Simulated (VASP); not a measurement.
Input of a VASP 6.6.1 run:

The input INCAR:

```
SYSTEM = Mo3P4
ALGO = Normal ; EDIFF = 1E-7
ENCUT = 520 ; GGA = PE
ISIF = 2 ; ISMEAR = 0
ISPIN = 2 ; LASPH = .TRUE.
LCHARG = .FALSE. ; LMAXMIX = 4
LORBIT = 11 ; LREAL = .FALSE.
LWAVE = .FALSE. ; MAGMOM = 1 1 1 0 0 0 0
NBANDS = 44 ; NELM = 150
PREC = Accurate ; SIGMA = 0.1
```

KPOINTS

```
k-points
0
G
  4 4 4
  0 0 0
```

POSCAR

```
Mo3P4
1.0
    4.8282492182      0.0000000000      0.0000000000
    0.0000000000      4.8282492182      0.0000000000
    0.0000000000      0.0000000000      4.8282492182
Mo P
3 4
Direct
    0.0000000000      0.5000000000      0.5000000000
    0.5000000000      0.0000000000      0.5000000000
    0.5000000000      0.5000000000      0.0000000000
    0.5000000000      0.0000000000      0.0000000000
    0.0000000000      0.5000000000      0.0000000000
    0.0000000000      0.0000000000      0.5000000000
    0.0000000000      0.0000000000      0.0000000000
```

Potentials or basis: VASP PAW PBE potentials, release 64 (Mo_sv, P).

Command:

```bash
$ cat potpaw_PBE.64/Mo_sv/POTCAR potpaw_PBE.64/P/POTCAR > POTCAR
$ mpirun -np 1 vasp_std > vasp.out
```

(1) Predict the net moment.

(2) Predict the site moments.

(3) Predict the pressure.

## Answers

(1) 1.22 μB per cell.

(2) Mo +0.27; P -0.00, +0.13 μB.

(3) 0.1 GPa.
